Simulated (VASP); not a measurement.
# AlN (vib) (Fm-3m) in VASP: further runs

Runs on AlN (vib). Level: LDA. Tasks: single point, relaxation of cell and atoms.

Program: VASP 6.6.1. These are calculated values, not measurements. Logs are shortened: lines on timing, memory, paths and dates and some standing lists are left out, and cuts for length are marked.

## (1) The cell of the first run

The structure is cubic, space group Fm-3m (No. 225). Conventional cell: a = 4.010 Å, b = 4.010 Å, c = 4.010 Å, α = 90.00°, β = 90.00°, γ = 90.00°. Al (site symmetry m-3m) has 6 N at 2.01 Å within 2.7 Å. N (site symmetry m-3m) has 6 Al at 2.01 Å within 2.7 Å.

## (2) Single point, LDA

INCAR

```
PREC = Accurate
ENCUT = 600
EDIFF = 1E-6
ISMEAR = 0
SIGMA = 0.1
LREAL = F
LASPH = T
NELM = 120
ALGO = Normal
ISIF = 2
LWAVE = F
LCHARG = F
GGA = CA
NBANDS = 11
GGA_COMPAT = F
```

KPOINTS

```
regular mesh
0
Gamma
  8 8 8
```

POSCAR

```
AlN
1.0
    0.0000000000      2.0052122958      2.0052122958
    2.0052122958      0.0000000000      2.0052122958
    2.0052122958      2.0052122958      0.0000000000
Al N
1 1
Direct
    0.5000000000      0.5000000000      0.5000000000
    0.0000000000      0.0000000000      0.0000000000
```

Potentials or basis: VASP PAW LDA potentials, release 64 (Al, N).

On the command line:

```console
cat potpaw_LDA.64/Al/POTCAR potpaw_LDA.64/N/POTCAR > POTCAR
mpirun -np 1 vasp_std > vasp.out
```

OUTCAR:

```text
PREC = Accurate
   ENCUT = 600
   EDIFF = 1E-6
   ISMEAR = 0
   LREAL = F
   LASPH = T
   NELM = 120
   ISIF = 2
   GGA = CA

 ion  position               nearest neighbor table
   1  0.500  0.500  0.500-   2 2.01   2 2.01   2 2.01   2 2.01   2 2.01   2 2.01
   2  0.000  0.000  0.000-   1 2.01   1 2.01   1 2.01   1 2.01   1 2.01   1 2.01

  LATTYP: Found a face centered cubic cell.
 ALAT       =     4.0104245916

  Lattice vectors:

 A1 = (   0.0000000000,   2.0052122958,   2.0052122958)
 A2 = (   2.0052122958,   0.0000000000,   2.0052122958)
 A3 = (   2.0052122958,   2.0052122958,   0.0000000000)

Analysis of symmetry for initial positions (statically):
=====================================================================
 Subroutine PRICEL returns:
 Original cell was already a primitive cell.

 Routine SETGRP: Setting up the symmetry group for a
 face centered cubic supercell.

 Subroutine GETGRP returns: Found 48 space group operations
 (whereof 48 operations were pure point group operations)
 out of a pool of 48 trial point group operations.

The static configuration has the point symmetry O_h .

Analysis of symmetry for dynamics (positions and initial velocities):
=====================================================================
 Subroutine PRICEL returns:
 Original cell was already a primitive cell.

 Routine SETGRP: Setting up the symmetry group for a
 face centered cubic supercell.

 Subroutine GETGRP returns: Found 48 space group operations
 (whereof 48 operations were pure point group operations)
 out of a pool of 48 trial point group operations.

The dynamic configuration has the point symmetry O_h .

 Subroutine INISYM returns: Found 48 space group operations
 (whereof 48 operations are pure point group operations),
 and found     1 'primitive' translations

----------------------------------------------------------------------------------------

                                     Primitive cell

  volume of cell :      16.1254

  direct lattice vectors                    reciprocal lattice vectors
     0.000000000  2.005212296  2.005212296    -0.249350157  0.249350157  0.249350157
     2.005212296  0.000000000  2.005212296     0.249350157 -0.249350157  0.249350157
     2.005212296  2.005212296  0.000000000     0.249350157  0.249350157 -0.249350157

  length of vectors
     2.835798424  2.835798424  2.835798424     0.431887140  0.431887140  0.431887140

  position of ions in fractional coordinates (direct lattice)
     0.500000000  0.500000000  0.500000000
     0.000000000  0.000000000  0.000000000

  ion indices of the primitive-cell ions
[... 79 lines left out ...]
   IBRION =     -1    ionic relax: 0-MD 1-quasi-New 2-CG
   NFREE  =      0    steps in history (QN), initial steepest desc. (CG)
   ISIF   =      2    stress and relaxation
   ISYM   =      2    0-nonsym 1-usesym 2-fastsym
   POTIM  = 0.5000    time-step for ionic-motion
   TEBEG  =    0.0;   TEEND  =   0.0 temperature during run
   PSTRESS=    0.0 pullay stress
   NELECT =       8.0000    total number of electrons
   NUPDOWN=      -1.0000    fix difference up-down
   EMIN   =  10.00;   EMAX   =-10.00  energy-range for DOS
   EFERMI =   0.00;   METHOD = LEGACY
   ISMEAR =     0;   SIGMA  =   0.10  broadening in eV -4-tet -1-fermi 0-gaus
   EFERMI_NEDOS =   21; number of points for ismear=-14 and -15
   IALGO  =     38    algorithm
   IMIX   =      4    mixing-type and parameters
     AMIX     =   0.40;   BMIX     =  1.00
     AMIX_MAG =   1.60;   BMIX_MAG =  1.00
  volume/ion in A,a.u.               =       8.06        54.41
  Fermi-wavevector in a.u.,A,eV,Ry     =   1.295988  2.449063 22.852156  1.679586
  Thomas-Fermi vector in A             =   2.427473
   LORBIT       =      0    0 simple, 1 ext, 2 COOP (PROOUT), +10 PAW based schemes
   GGA     = CA    functional components
   LHFCALC =     F    Hartree Fock is set to
   AEXX    =    0.0000 exact exchange contribution
   IVDW    =     0    specifies the selected vdW correction
   LEPSILON=     F    determine dielectric tensor
   LRPA    =     F    only Hartree local field effects (RPA)
 non-spin polarized calculation
 Gauss-broadening in eV      SIGMA  =   0.10
  energy-cutoff  :      600.00
  volume of cell :       16.13
 maximum number of plane-waves:       553
   NGX = 11   NGY = 11   NGZ = 11

 number of electron       8.0000000 magnetization

 Free energy of the ion-electron system (eV)
  ---------------------------------------------------
  ext. energy  EPLUGINS =         0.00000000
  ---------------------------------------------------
  free energy    TOTEN  =       -16.23090240 eV

  energy without entropy =      -16.23090240  energy(sigma->0) =      -16.23090240

 E-fermi :  10.5738     XC(G=0): -12.6888

 val. band max:       10.0328843076   @ k =   0.0000   0.0000   0.0000
 cond. band min:      14.7301848937   @ k =   0.5000   0.5000   0.0000
 fundamental gap:      4.6973005861
 Fermi energy:        10.5738423698

 k-point     1 :       0.0000    0.0000    0.0000
  band No.  band energies     occupation
      1      -7.6011      2.00000
      2      10.0329      2.00000
      3      10.0329      2.00000
      4      10.0329      2.00000
      5      16.1628      0.00000
      6      22.1308      0.00000
      7      22.1308      0.00000
      8      22.1308      0.00000
      9      27.4217      0.00000
     10      27.8434      0.00000
     11      27.8434      0.00000
[... 309 lines left out ...]
 k-point    24 :      -0.3750    0.2500    0.1250
  band No.  band energies     occupation
      1      -3.6339      2.00000
      2       2.4249      2.00000
      3       6.2365      2.00000
      4       7.9818      2.00000
      5      18.5731      0.00000
      6      18.6260      0.00000
      7      22.4548      0.00000
      8      22.8702      0.00000
      9      28.2736      0.00000
     10      29.1540      0.00000
     11      32.5496      0.00000

 [... further k-points ...]
[... 5 lines left out ...]
  --------------------------------------------------------------------------------------
  -------------------------------------------------------------------------------------
  Total        0.0634949      0.0634949      0.0634949      0.0000000      0.0000000     -0.0000000
  in kB        6.3086780      6.3086780      6.3086780      0.0000000      0.0000000     -0.0000000
  external PRESSURE =       6.3086780 kB  Pullay stress =       0.0000000 kB

 VOLUME and BASIS-vectors are now :
 -----------------------------------------------------------------------------
  energy-cutoff  :      600.00
  volume of cell :       16.13
      direct lattice vectors                 reciprocal lattice vectors
     0.000000000  2.005212296  2.005212296    -0.249350157  0.249350157  0.249350157
     2.005212296  0.000000000  2.005212296     0.249350157 -0.249350157  0.249350157
     2.005212296  2.005212296  0.000000000     0.249350157  0.249350157 -0.249350157

 POSITION                                       TOTAL-FORCE (eV/Angst)
 -----------------------------------------------------------------------------------
      2.00521      2.00521      2.00521        -0.000000      0.000000     -0.000000
      0.00000      0.00000      0.00000         0.000000     -0.000000      0.000000
 -----------------------------------------------------------------------------------
    total drift:                                0.000000     -0.000000     -0.000000

  FREE ENERGIE OF THE ION-ELECTRON SYSTEM (eV)
  ---------------------------------------------------
  free  energy   TOTEN  =       -16.2309023998 eV

  energy  without entropy=      -16.2309023998  energy(sigma->0) =      -16.23090240
```

stdout:

```text
POSCAR found type information on POSCAR AlN
 POSCAR found :  2 types and       2 ions
 scaLAPACK will be used
 LDA part: xc-table for (Slater(with rela. corr.)+CA(PZ))
 , standard interpolation
 POSCAR, INCAR and KPOINTS ok, starting setup
 FFT: planning ... GRIDC
 FFT: planning ... GRID_SOFT
 FFT: planning ... GRID
 WAVECAR not read
 entering main loop
```

It used 6.4 s of CPU time on 1 thread of Intel Xeon 8259CL, on a shared host.

What came out:

| Item | Value |
| --- | --- |
| Free energy | -16.2309 eV |
| Pressure | 0.6 GPa |
| Band gap on the k mesh | 4.70 eV, indirect (least direct gap 6.13 eV) |

Levels at points of the mesh, in eV from the valence-band top:
```csv
k point,band 1,band 2,band 3,band 4,band 5,band 6,band 7,band 8
"(0.00, 0.00, 0.00)",-17.63,0.00,0.00,0.00,6.13,12.10,12.10,12.10
"(0.50, 0.00, 0.00)",-14.20,-8.51,-1.13,-1.13,6.28,11.00,11.00,13.49
"(0.50, 0.50, 0.00)",-13.15,-7.58,-2.88,-2.88,4.70,5.15,14.19,17.37
```

A k mesh can miss the band edges.

## (3) Single point, LDA

INCAR, as its differences from that of step 2:

```diff
@@ -4,3 +4,3 @@
 ISMEAR = 0
-SIGMA = 0.1
+SIGMA = 0.02
 LREAL = F
@@ -12,3 +12,2 @@
 LCHARG = F
-GGA = CA
 NBANDS = 11
```

KPOINTS

```
Automatic mesh
0
Gamma
  8 8 8
```

POSCAR

```
AlN
1.0
    0.0000000000      2.0054656061      2.0054656061
    2.0054656061      0.0000000000      2.0054656061
    2.0054656061      2.0054656061      0.0000000000
Al N
1 1
Direct
    0.5000000000      0.5000000000      0.5000000000
    0.0000000000      0.0000000000      0.0000000000
```

Potentials or basis: VASP PAW LDA potentials, release 64 (Al, N).

On the command line:

```console
cat potpaw_LDA.64/Al/POTCAR potpaw_LDA.64/N/POTCAR > POTCAR
mpirun -np 1 vasp_std > vasp.out
```

OUTCAR:

```text
PREC = Accurate
   ENCUT = 600
   EDIFF = 1E-6
   ISMEAR = 0
   LREAL = F
   LASPH = T
   NELM = 120
   ISIF = 2

 ion  position               nearest neighbor table
   1  0.500  0.500  0.500-   2 2.01   2 2.01   2 2.01   2 2.01   2 2.01   2 2.01
   2  0.000  0.000  0.000-   1 2.01   1 2.01   1 2.01   1 2.01   1 2.01   1 2.01

  LATTYP: Found a face centered cubic cell.
 ALAT       =     4.0109312122

  Lattice vectors:

 A1 = (   0.0000000000,   2.0054656061,   2.0054656061)
[... 512 lines left out ...]
      5      18.5654      0.00000
      6      18.6177      0.00000
      7      22.4460      0.00000
      8      22.8612      0.00000
      9      28.2644      0.00000
     10      29.1437      0.00000
     11      32.5398      0.00000

 [... further k-points ...]
[... 5 lines left out ...]
  --------------------------------------------------------------------------------------
  -------------------------------------------------------------------------------------
  Total        0.0527861      0.0527861      0.0527861      0.0000000      0.0000000     -0.0000000
  in kB        5.2426964      5.2426964      5.2426964      0.0000000      0.0000000     -0.0000000
  external PRESSURE =       5.2426964 kB  Pullay stress =       0.0000000 kB

 VOLUME and BASIS-vectors are now :
 -----------------------------------------------------------------------------
  energy-cutoff  :      600.00
  volume of cell :       16.13
      direct lattice vectors                 reciprocal lattice vectors
     0.000000000  2.005465606  2.005465606    -0.249318661  0.249318661  0.249318661
     2.005465606  0.000000000  2.005465606     0.249318661 -0.249318661  0.249318661
     2.005465606  2.005465606  0.000000000     0.249318661  0.249318661 -0.249318661

 POSITION                                       TOTAL-FORCE (eV/Angst)
 -----------------------------------------------------------------------------------
      2.00547      2.00547      2.00547         0.000000      0.000000      0.000000
      0.00000      0.00000      0.00000        -0.000000     -0.000000     -0.000000
 -----------------------------------------------------------------------------------
    total drift:                                0.000000     -0.000000     -0.000000

  FREE ENERGIE OF THE ION-ELECTRON SYSTEM (eV)
  ---------------------------------------------------
  free  energy   TOTEN  =       -16.2309498496 eV

  energy  without entropy=      -16.2309498496  energy(sigma->0) =      -16.23094985
```

OSZICAR:

```text
N       E                     dE             d eps       ncg     rms          rms(c)
DAV:   1     0.554920432417E+01    0.55492E+01   -0.46134E+03   638   0.773E+02
DAV:   2    -0.175648704802E+02   -0.23114E+02   -0.22195E+02   779   0.118E+02
DAV:   3    -0.181309732495E+02   -0.56610E+00   -0.56467E+00   776   0.157E+01
DAV:   4    -0.181322847193E+02   -0.13115E-02   -0.13114E-02   707   0.931E-01
DAV:   5    -0.181322903754E+02   -0.56562E-05   -0.56561E-05   754   0.636E-02    0.777E+00
DAV:   6    -0.162888155619E+02    0.18435E+01   -0.81490E+00   680   0.149E+01    0.277E+00
DAV:   7    -0.162503068158E+02    0.38509E-01   -0.13139E-01   725   0.265E+00    0.172E+00
DAV:   8    -0.162310641728E+02    0.19243E-01   -0.13696E-02   662   0.107E+00    0.256E-01
DAV:   9    -0.162309483172E+02    0.11586E-03   -0.60968E-04   737   0.142E-01    0.148E-01
DAV:  10    -0.162309502643E+02   -0.19471E-05   -0.20484E-05   677   0.343E-02    0.253E-02
DAV:  11    -0.162309498496E+02    0.41474E-06   -0.60800E-07   409   0.596E-03
   1 F= -.16230950E+02 E0= -.16230950E+02  d E =-.106147E-12
```

stdout:

```text
POSCAR found type information on POSCAR AlN
 POSCAR found :  2 types and       2 ions
 scaLAPACK will be used
 LDA part: xc-table for (Slater(with rela. corr.)+CA(PZ))
 , standard interpolation
 POSCAR, INCAR and KPOINTS ok, starting setup
 FFT: planning ... GRIDC
 FFT: planning ... GRID_SOFT
 FFT: planning ... GRID
 WAVECAR not read
 entering main loop
```

It used 6.9 s of CPU time on 1 thread of Intel Xeon 8259CL, on a shared host.

Results:

```yaml
Free_energy: -16.2309 eV
Pressure: 0.5 GPa
Band_gap_on_the_k_mesh: 4.69 eV, indirect (least direct gap 6.12 eV)
```

A k mesh can miss the band edges. Expect the measured gap to be larger: semilocal functionals such as LDA lack the derivative discontinuity.

## (4) Relaxation of cell and atoms, LDA

INCAR

```
SYSTEM = AlN
ALGO = Normal
EDIFF = 1E-7
EDIFFG = -0.002
ENCUT = 600
GGA_COMPAT = .FALSE.
IBRION = 2
ISIF = 3
ISMEAR = 0
LASPH = .TRUE.
LCHARG = .FALSE.
LREAL = .FALSE.
LWAVE = .FALSE.
NELM = 120
NELMIN = 4
NSW = 100
PREC = Accurate
SIGMA = 0.02
```

KPOINTS

```
k-points
0
G
  8 8 8
  0 0 0
```

POSCAR

```
AlN
1.0
    0.0000000000      2.0052122958      2.0052122958
    2.0052122958      0.0000000000      2.0052122958
    2.0052122958      2.0052122958      0.0000000000
Al N
1 1
Direct
    0.5000000000      0.5000000000      0.5000000000
    0.0000000000      0.0000000000      0.0000000000
```

Potentials or basis: VASP PAW LDA potentials, release 64 (Al, N).

On the command line:

```console
cat potpaw_LDA.64/Al/POTCAR potpaw_LDA.64/N/POTCAR > POTCAR
mpirun -np 1 vasp_std > vasp.out
```

OUTCAR:

```text
SYSTEM = AlN
   EDIFF = 1E-7
   EDIFFG = -0.002
   ENCUT = 600
   IBRION = 2
   ISIF = 3
   ISMEAR = 0
   LASPH = .TRUE.
   LREAL = .FALSE.
   NELM = 120
   NELMIN = 4
   NSW = 100
   PREC = Accurate

 ion  position               nearest neighbor table
   1  0.500  0.500  0.500-   2 2.01   2 2.01   2 2.01   2 2.01   2 2.01   2 2.01
   2  0.000  0.000  0.000-   1 2.01   1 2.01   1 2.01   1 2.01   1 2.01   1 2.01

  LATTYP: Found a face centered cubic cell.
 ALAT       =     4.0104245916

  Lattice vectors:

 A1 = (   0.0000000000,   2.0052122958,   2.0052122958)
 A2 = (   2.0052122958,   0.0000000000,   2.0052122958)
 A3 = (   2.0052122958,   2.0052122958,   0.0000000000)

Analysis of symmetry for initial positions (statically):
=====================================================================
 Subroutine PRICEL returns:
 Original cell was already a primitive cell.

 Routine SETGRP: Setting up the symmetry group for a
 face centered cubic supercell.

 Subroutine GETGRP returns: Found 48 space group operations
 (whereof 48 operations were pure point group operations)
 out of a pool of 48 trial point group operations.

The static configuration has the point symmetry O_h .

[... 170 lines left out ...]
  in kB        6.4189744      6.4189744      6.4189744      0.0000000     -0.0000000      0.0000000
  external PRESSURE =       6.4189744 kB  Pullay stress =       0.0000000 kB
[... 59 lines left out ...]
--------------------------------------- Ionic step        3  -------------------------------------------

 number of electron       8.0000000 magnetization

 Free energy of the ion-electron system (eV)
  ---------------------------------------------------
  ext. energy  EPLUGINS =         0.00000000
  ---------------------------------------------------
  free energy    TOTEN  =       -16.23097673 eV

  energy without entropy =      -16.23097673  energy(sigma->0) =      -16.23097673

 E-fermi :  10.1358     XC(G=0): -12.6779

 val. band max:       10.0021115861   @ k =   0.0000   0.0000   0.0000
 cond. band min:      14.6769557921   @ k =   0.5000   0.5000   0.0000
 fundamental gap:      4.6748442060
 Fermi energy:        10.1358152141

 k-point     1 :       0.0000    0.0000    0.0000
  band No.  band energies     occupation
      1      -7.6103      2.00000
      2      10.0021      2.00000
      3      10.0021      2.00000
      4      10.0021      2.00000
      5      16.0978      0.00000
      6      22.0931      0.00000
      7      22.0931      0.00000
      8      22.0931      0.00000
[... 243 lines left out ...]
 k-point    24 :      -0.3750    0.2500    0.1250
  band No.  band energies     occupation
      1      -3.6541      2.00000
      2       2.4082      2.00000
      3       6.2143      2.00000
      4       7.9564      2.00000
      5      18.5264      0.00000
      6      18.5753      0.00000
      7      22.4011      0.00000
      8      22.8156      0.00000

 [... further k-points ...]

------------------------ aborting loop because EDIFF is reached ----------------------------------------

  FORCE on cell =-STRESS in cart. coord.  units (eV):
  Direction    XX          YY          ZZ          XY          YZ          ZX
  --------------------------------------------------------------------------------------
  -------------------------------------------------------------------------------------
  Total       -0.0000902     -0.0000902     -0.0000902      0.0000000      0.0000000     -0.0000000
  in kB       -0.0089431     -0.0089431     -0.0089431      0.0000000      0.0000000     -0.0000000
  external PRESSURE =      -0.0089431 kB  Pullay stress =       0.0000000 kB
[... 17 lines left out ...]
  FREE ENERGIE OF THE ION-ELECTRON SYSTEM (eV)
  ---------------------------------------------------
  free  energy   TOTEN  =       -16.2309767274 eV

  energy  without entropy=      -16.2309767274  energy(sigma->0) =      -16.23097673

 reached required accuracy - stopping structural energy minimisation
```

It used 11 s of CPU time on 1 thread of Intel Xeon 8259CL (shared host).

What came out:

* Free energy: -16.2310 eV
* Relaxed volume: 8.08 Å³/atom
* Relaxed cell: a = 2.838 Å, b = 2.838 Å, c = 2.838 Å, α = 60.00°, β = 60.00°, γ = 60.00°
* Space group after relaxing (to 0.05 Å): Fm-3m (No. 225)
* Energy gained by relaxing: 0.0 meV/atom
* Ionic steps: 3
* Pressure after relaxing: 0.0 GPa
* Band gap on the k mesh: 4.67 eV, indirect (least direct gap 6.10 eV)

Final structure:
```xyz
2
Lattice="0.0000 2.0068 2.0068 2.0068 0.0000 2.0068 2.0068 2.0068 0.0000" Properties=species:S:1:pos:R:3 pbc="T T T"
Al    2.0068    2.0068    2.0068
N     0.0000    0.0000    0.0000
```

Levels at points of the mesh, in eV from the valence-band top:
| k point | band 2 | band 3 | band 4 | band 5 | band 6 | band 7 |
| --- | --- | --- | --- | --- | --- | --- |
| (0.00, 0.00, 0.00) | 0.00 | 0.00 | 0.00 | 6.10 | 12.09 | 12.09 |
| (0.50, 0.00, 0.00) | -8.49 | -1.12 | -1.12 | 6.27 | 10.98 | 10.98 |
| (0.50, 0.50, 0.00) | -7.56 | -2.87 | -2.87 | 4.67 | 5.15 | 14.16 |

A k mesh can miss the band edges.

## (5) Overview

| task | cell | smearing | gap on the mesh (eV) | pressure (GPa) |
| --- | --- | --- | --- | --- |
| single point | a = 2.836 Å, angles 60.0°, 2 atoms | gaussian 0.1 eV | 4.70 | 0.6 |
| single point | a = 2.836 Å, angles 60.0°, 2 atoms | gaussian 0.02 eV | 4.69 | 0.5 |
| relaxation of cell and atoms | relaxed from a = 2.836 Å, angles 60.0°, 2 atoms | gaussian 0.02 eV | 4.67 | 0.0 |

Alike in all rows: level LDA; potentials or basis VASP PAW LDA potentials, release 64 (Al, N); no spin polarisation; k mesh 8 × 8 × 8; cutoff (eV) 600.

Absolute energies hang on the potentials; compare differences alone.
